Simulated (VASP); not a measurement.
A run of VASP 6.6.1:

The input INCAR:

```
  PREC = Accurate
  ENCUT = 600
  EDIFF = 1E-7
  ISMEAR = 0
  SIGMA = 0.1
  LREAL = False
  LASPH = True
  NELM = 80
  ALGO = Fast
  ISIF = 3
  LWAVE = False
  LCHARG = False
  GGA = PS
  IBRION = 2
  NSW = 100
  EDIFFG = -0.01
```

The input KPOINTS:

```
regular mesh
0
Gamma
  24 24 22
```

File POSCAR:

```
Pt
1.0
    2.7082391295      0.0000000000      0.0000000000
   -1.3541195647      2.3454038856      0.0000000000
    0.0000000000      0.0000000000      2.5305109366
Pt
1
Direct
    0.0000000000      0.0000000000      0.0000000000
```

Potentials or basis: VASP PAW PBE potentials, release 64 (Pt).

Command:

```console
$ cat potpaw_PBE.64/Pt/POTCAR > POTCAR
$ mpirun -np 1 vasp_std > vasp.out
```

Hardware: 1 thread of Intel(R) Xeon(R) 6975P-C (Granite Rapids) (shared host).

Task: Estimate the wall time of this run.

Result: It took 2.4 min on 1 thread of Intel(R) Xeon(R) 6975P-C (Granite Rapids), with other jobs on the host, peak memory 0.28 GiB. Counts: scf iterations 59, k points 732, ion steps 8.
